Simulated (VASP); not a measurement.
# Ni (Fm-3m) in VASP: notebook

Aim: see how the results for Ni move with the level of theory and the settings. Levels: B3LYP, PBEsol-based screened hybrid with 25 % exact exchange, PBE0. Tasks: single point, relaxation of cell and atoms.

Program: VASP 6.6.1. These are calculated values, not measurements. Logs are shortened: lines on timing, memory, paths and dates and some standing lists are left out, and cuts for length are marked.

## (1) The cell of the first run

It takes space group Fm-3m (No. 225, cubic). Conventional cell: a = 3.475 Å, b = 3.475 Å, c = 3.475 Å, α = 90.00°, β = 90.00°, γ = 90.00°. Within 3.2 Å of Ni (site symmetry m-3m) lie 12 Ni at 2.46 Å.

## (2) Single point, B3LYP, collinear spin, ferromagnetic start

Contents of POSCAR:

```
Ni
1.0
    0.0000000000      1.7375729330      1.7375729330
    1.7375729330      0.0000000000      1.7375729330
    1.7375729330      1.7375729330      0.0000000000
Ni
1
Direct
    0.0000000000      0.0000000000      0.0000000000
```

Contents of INCAR.step1:

```
SYSTEM = Ni
ALGO     = Normal         ! electronic algorithm
EDIFF    = 1E-5           ! SCF threshold, eV
ENCUT    = 510            ! plane-wave cutoff, eV
GGA      = PE             ! functional
GGA_COMPAT= .FALSE.      
ISIF     = 2              ! what is computed and relaxed
ISMEAR   = -1             ! smearing method
ISPIN    = 2              ! spin polarisation
LASPH    = .TRUE.         ! aspherical terms in the spheres
LMAXMIX  = 4              ! l up to which the mixer works
LORBIT   = 11             ! projections on sites
LREAL    = .FALSE.        ! projectors in reciprocal space
LWAVE    = .TRUE.         ! write WAVECAR
MAGMOM   = 1              ! initial moments
NBANDS   = 19             ! bands
NELM     = 200            ! most SCF steps
PREC     = Accurate       ! precision mode
SIGMA    = 0.05           ! smearing width, eV
```

Contents of INCAR.step2:

```
SYSTEM = Ni
AEXX     = 0.2            ! exact-exchange fraction
AGGAC    = 0.81         
AGGAX    = 0.72         
ALDAC    = 0.19         
ALGO     = Normal         ! electronic algorithm
EDIFF    = 1E-6           ! SCF threshold, eV
ENCUT    = 510            ! plane-wave cutoff, eV
GGA      = B3             ! functional
GGA_COMPAT= .FALSE.      
ISIF     = 2              ! what is computed and relaxed
ISMEAR   = -1             ! smearing method
ISPIN    = 2              ! spin polarisation
ISTART   = 1            
LASPH    = .TRUE.         ! aspherical terms in the spheres
LCHARG   = .TRUE.         ! write CHGCAR
LELF     = .TRUE.         ! ELF
LHFCALC  = .TRUE.         ! exact exchange
LMAXMIX  = 4              ! l up to which the mixer works
LORBIT   = 11             ! projections on sites
LREAL    = .FALSE.        ! projectors in reciprocal space
LVHAR    = .TRUE.       
LWAVE    = .FALSE.        ! write WAVECAR
MAGMOM   = 1              ! initial moments
NBANDS   = 19             ! bands
NELM     = 200            ! most SCF steps
PREC     = Accurate       ! precision mode
PRECFOCK = Normal       
SIGMA    = 0.05           ! smearing width, eV
```

Contents of KPOINTS:

```
k-points
0
G
  7 7 7
  0 0 0
```

Potentials or basis: VASP PAW PBE potentials, release 64 (Ni_sv_GW).

The run is started by

```console
$ cat potpaw_PBE.64/Ni_sv_GW/POTCAR > POTCAR
$ cp INCAR.step1 INCAR
$ mpirun -np 1 vasp_std > vasp.out
$ cp INCAR.step2 INCAR
$ mpirun -np 1 vasp_std > vasp.out
```

OUTCAR:

```text
SYSTEM = Ni
   AEXX = 0.2
   EDIFF = 1E-6
   ENCUT = 510
   GGA = B3
   ISIF = 2
   ISMEAR = -1
   ISPIN = 2
   ISTART = 1
   LASPH = .TRUE.
   LHFCALC = .TRUE.
   LORBIT = 11
   LREAL = .FALSE.
   NELM = 200
   PREC = Accurate
   PRECFOCK = Normal

 ion  position               nearest neighbor table
   1  0.000  0.000  0.000-

  LATTYP: Found a face centered cubic cell.
 ALAT       =     3.4751458660

  Lattice vectors:

 A1 = (   0.0000000000,   1.7375729330,   1.7375729330)
 A2 = (   1.7375729330,   0.0000000000,   1.7375729330)
 A3 = (   1.7375729330,   1.7375729330,   0.0000000000)

Analysis of symmetry for initial positions (statically):
=====================================================================
 Subroutine PRICEL returns:
 Original cell was already a primitive cell.

 Routine SETGRP: Setting up the symmetry group for a
 face centered cubic supercell.

 Subroutine GETGRP returns: Found 48 space group operations
 (whereof 48 operations were pure point group operations)
 out of a pool of 48 trial point group operations.

The static configuration has the point symmetry O_h .

Analysis of symmetry for dynamics (positions and initial velocities):
=====================================================================
 Subroutine PRICEL returns:
 Original cell was already a primitive cell.

 Routine SETGRP: Setting up the symmetry group for a
 face centered cubic supercell.

 Subroutine GETGRP returns: Found 48 space group operations
 (whereof 48 operations were pure point group operations)
 out of a pool of 48 trial point group operations.

The dynamic configuration has the point symmetry O_h .

Analysis of structural, dynamic, and magnetic symmetry:
=====================================================================
 Subroutine PRICEL returns:
 Original cell was already a primitive cell.

 Routine SETGRP: Setting up the symmetry group for a
 face centered cubic supercell.

 Subroutine GETGRP returns: Found 48 space group operations
 (whereof 48 operations were pure point group operations)
 out of a pool of 48 trial point group operations.

The overall configuration has the point symmetry O_h .

 Subroutine INISYM returns: Found 48 space group operations
 (whereof 48 operations are pure point group operations),
 and found     1 'primitive' translations

----------------------------------------------------------------------------------------

                                     Primitive cell

  volume of cell :      10.4920

  direct lattice vectors                    reciprocal lattice vectors
     0.000000000  1.737572933  1.737572933    -0.287757705  0.287757705  0.287757705
     1.737572933  0.000000000  1.737572933     0.287757705 -0.287757705  0.287757705
     1.737572933  1.737572933  0.000000000     0.287757705  0.287757705 -0.287757705

  length of vectors
     2.457299207  2.457299207  2.457299207     0.498410966  0.498410966  0.498410966

  position of ions in fractional coordinates (direct lattice)
     0.000000000  0.000000000  0.000000000

  ion indices of the primitive-cell ions
   primitive index   ion index
                 1           1

----------------------------------------------------------------------------------------

 KPOINTS: k-points

Automatic generation of k-mesh.
 Grid dimensions read from file:
 generate k-points for:    7    7    7

 Generating k-lattice:

  Cartesian coordinates                     Fractional coordinates (reciprocal lattice)
    -0.041108244  0.041108244  0.041108244     0.142857143  0.000000000  0.000000000
     0.041108244 -0.041108244  0.041108244     0.000000000  0.142857143  0.000000000
     0.041108244  0.041108244 -0.041108244     0.000000000  0.000000000  0.142857143

  Length of vectors
     0.071201567  0.071201567  0.071201567

  Shift w.r.t. Gamma in fractional coordinates (k-lattice)
     0.000000000  0.000000000  0.000000000

 Subroutine IBZKPT returns following result:
 ===========================================

 Found     20 irreducible k-points:

 Following reciprocal coordinates:
            Coordinates               Weight
  0.000000  0.000000  0.000000      1.000000
  0.142857  0.000000  0.000000      8.000000
  0.285714  0.000000  0.000000      8.000000
  0.428571  0.000000  0.000000      8.000000
  0.142857  0.142857  0.000000      6.000000
  0.285714  0.142857  0.000000     24.000000
[... 12 lines left out ...]
 -0.428571  0.428571  0.142857     24.000000
 -0.285714  0.428571  0.142857     24.000000
   k-points           NKPTS =     20   k-points in BZ     NKDIM =    343   number of bands    NBANDS=     19
   number of dos      NEDOS =    301   number of ions     NIONS =      1
   total plane-waves  NPLWV =   5832
   dimension x,y,z NGX =    18 NGY =   18 NGZ =   18
   dimension x,y,z NGXF=    36 NGYF=   36 NGZF=   36
   ions per type =               1
   NGX,Y,Z   is equivalent  to a cutoff of  12.18, 12.18, 12.18 a.u.
   NGXF,Y,Z  is equivalent  to a cutoff of  24.36, 24.36, 24.36 a.u.
 SYSTEM =  Ni
   PREC   = accura    normal or accurate (medium, high low for compatibility)
   ISTART =      1    job   : 0-new  1-cont  2-samecut
   ICHARG =      0    charge: 1-file 2-atom 10-const
   ISPIN  =      2    spin polarized calculation?
   LNONCOLLINEAR =      F non collinear calculations
   LSORBIT =      F    spin-orbit coupling
   LASPH  =      T    aspherical Exc in radial PAW
   ENCUT  =  510.0 eV  37.48 Ry    6.12 a.u.   4.52  4.52  4.52*2*pi/ulx,y,z
   NELM   =    200;   NELMIN=  2; NELMDL=  0     # of ELM steps
   EDIFF  = 0.1E-05   stopping-criterion for ELM
   LREAL  =      F    real-space projection
   EDIFFG = 0.1E-04   stopping-criterion for IOM
   NSW    =      0    number of steps for IOM
   IBRION =     -1    ionic relax: 0-MD 1-quasi-New 2-CG
   NFREE  =      0    steps in history (QN), initial steepest desc. (CG)
   ISIF   =      2    stress and relaxation
   ISYM   =      3    0-nonsym 1-usesym 2-fastsym
   POTIM  = 0.5000    time-step for ionic-motion
   TEBEG  =    0.0;   TEEND  =   0.0 temperature during run
   PSTRESS=    0.0 pullay stress
   NELECT =      18.0000    total number of electrons
   NUPDOWN=      -1.0000    fix difference up-down
   EMIN   =  10.00;   EMAX   =-10.00  energy-range for DOS
   EFERMI =   0.00;   METHOD = LEGACY
   ISMEAR =    -1;   SIGMA  =   0.05  broadening in eV -4-tet -1-fermi 0-gaus
   EFERMI_NEDOS =   21; number of points for ismear=-14 and -15
   IALGO  =     38    algorithm
   IMIX   =      1    mixing-type and parameters
     AMIX     =   0.40;   BMIX     =  1.00
     AMIX_MAG =   1.60;   BMIX_MAG =  1.00
  volume/ion in A,a.u.               =      10.49        70.80
  Fermi-wavevector in a.u.,A,eV,Ry     =   1.959804  3.703492 52.257684  3.840831
  Thomas-Fermi vector in A             =   2.985109
   LORBIT       =     11    0 simple, 1 ext, 2 COOP (PROOUT), +10 PAW based schemes
   GGA     = B3    functional components
   LHFCALC =     T    Hartree Fock is set to
   PRECFOCK=normal    Normal, Fast or Accurate (Low or Medium for compatibility)
   ENCUT4O =  -1.0   cutoff for four orbital integrals eV
   NKREDX  =     1    reduce k-point grid by
   NKREDY  =     1    reduce k-point grid by
   NKREDZ  =     1    reduce k-point grid by
   AEXX    =    0.2000 exact exchange contribution
   HFSCREEN=    0.0000 screening length (either q_TF or 0.3 A-1)
   HFSCREENC=   0.0000 screening length for correlation (either q_TF or 0.3 A-1)
   ENCUTFOCK=  -1.0 apply spherical cutoff to Coloumb kernel
   IVDW    =     0    specifies the selected vdW correction
   LEPSILON=     F    determine dielectric tensor
   LRPA    =     F    only Hartree local field effects (RPA)
 spin polarized calculation
  energy-cutoff  :      510.00
  volume of cell :       10.49
 maximum number of plane-waves:       286
 NGX is ok and might be reduce to    18
  NGX = 14; NGY = 14; NGZ = 14

 number of electron      17.9999997 magnetization       0.8453381

 Free energy of the ion-electron system (eV)
  ---------------------------------------------------
  ext. energy  EPLUGINS =         0.00000000
  ---------------------------------------------------
  free energy    TOTEN  =        -4.99082876 eV

  energy without entropy =       -4.98990511  energy(sigma->0) =       -4.99036693

 E-fermi :   8.4801     XC(G=0): -11.2860

 val. band max:        8.3829330164   @ k =   0.4286   0.0000   0.0000
 cond. band min:       8.8782641357   @ k =   0.4286   0.1429   0.0000
 fundamental gap:      0.4953311193
 Fermi energy:         8.4800609042

 spin component 1

 k-point     1 :       0.0000    0.0000    0.0000
  band No.  band energies     occupation
      1    -100.4344      1.00000
      2     -59.6791      1.00000
      3     -59.6791      1.00000
      4     -59.6791      1.00000
      5      -1.9812      1.00000
      6       3.7462      1.00000
[... 11 lines left out ...]
     18      44.4237      0.00000
     19      51.0015      0.00000

 k-point     2 :       0.1429    0.0000    0.0000
  band No.  band energies     occupation
      1    -100.4259      1.00000
      2     -59.7306      1.00000
      3     -59.6865      1.00000
      4     -59.6865      1.00000
      5      -1.1007      1.00000
      6       3.5864      1.00000
[... 388 lines left out ...]
 k-point    20 :      -0.2857    0.4286    0.1429
  band No.  band energies     occupation
      1    -100.3767      1.00000
      2     -59.8723      1.00000
      3     -59.8556      1.00000
      4     -59.7731      1.00000
      5       2.6237      1.00000
      6       2.8870      1.00000
[... 11 lines left out ...]
     18      54.9628      0.00000
     19      59.6051      0.00000
 Fermi energy:         8.4800609042

 spin component 2

 k-point     1 :       0.0000    0.0000    0.0000
  band No.  band energies     occupation
      1     -98.9152      1.00000
      2     -58.0594      1.00000
      3     -58.0594      1.00000
      4     -58.0594      1.00000
      5      -2.1639      1.00000
      6       5.9933      1.00000
[... 11 lines left out ...]
     18      44.3074      0.00000
     19      51.2136      0.00000

 k-point     2 :       0.1429    0.0000    0.0000
  band No.  band energies     occupation
      1     -98.9057      1.00000
      2     -58.1189      1.00000
      3     -58.0676      1.00000
      4     -58.0676      1.00000
      5      -1.2747      1.00000
      6       5.7616      1.00000
[... 388 lines left out ...]
 k-point    20 :      -0.2857    0.4286    0.1429
  band No.  band energies     occupation
      1     -98.8497      1.00000
      2     -58.2823      1.00000
      3     -58.2623      1.00000
      4     -58.1657      1.00000
      5       3.2955      1.00000
      6       4.6529      1.00000
[... 11 lines left out ...]
     18      54.8610      0.00000
     19      59.6193      0.00000

------------------------ aborting loop because EDIFF is reached ----------------------------------------

  FORCE on cell =-STRESS in cart. coord.  units (eV):
  Direction    XX          YY          ZZ          XY          YZ          ZX
  --------------------------------------------------------------------------------------
  -------------------------------------------------------------------------------------
  Total        0.6885809      0.6885809      0.6885809      0.0000000      0.0000000      0.0000000
  in kB      105.1493141    105.1493141    105.1493141      0.0000000      0.0000000      0.0000000
  external PRESSURE =     105.1493141 kB  Pullay stress =       0.0000000 kB

 VOLUME and BASIS-vectors are now :
 -----------------------------------------------------------------------------
  energy-cutoff  :      510.00
  volume of cell :       10.49
      direct lattice vectors                 reciprocal lattice vectors
     0.000000000  1.737572933  1.737572933    -0.287757705  0.287757705  0.287757705
     1.737572933  0.000000000  1.737572933     0.287757705 -0.287757705  0.287757705
     1.737572933  1.737572933  0.000000000     0.287757705  0.287757705 -0.287757705

 POSITION                                       TOTAL-FORCE (eV/Angst)
 -----------------------------------------------------------------------------------
      0.00000      0.00000      0.00000         0.000000     -0.000000      0.000000
 -----------------------------------------------------------------------------------
    total drift:                               -0.000000     -0.000000     -0.000000

  FREE ENERGIE OF THE ION-ELECTRON SYSTEM (eV)
  ---------------------------------------------------
  free  energy   TOTEN  =        -4.9908287567 eV

  energy  without entropy=       -4.9899051070  energy(sigma->0) =       -4.99036693

 total charge

# of ion       s       p       d       f       tot
--------------------------------------------------
    1        2.246   6.322   7.897   0.006  16.471

 magnetization (x)

# of ion       s       p       d       f       tot
--------------------------------------------------
    1       -0.004  -0.037   0.977  -0.001   0.936
```

Wall time 80 min (1 thread of Intel Xeon Platinum 8259CL at 2.50GHz (Skylake/Cascade Lake), shared host); peak memory 0.15 GiB.

Results:

| Quantity | Value |
| --- | --- |
| Free energy | -4.9908 eV |
| Pressure | 10.5 GPa |
| Net moment | 0.85 μB per cell |
| Site moments | Ni +0.94 μB |
| Valence electrons inside the program's atomic spheres | Ni 16.47 |

Caveat: the k points lie up to 0.45 Å⁻¹ apart; the PAW data sets were made with another functional, which shifts forces and pressure a little.

(Part 1 of 2 ends here.)
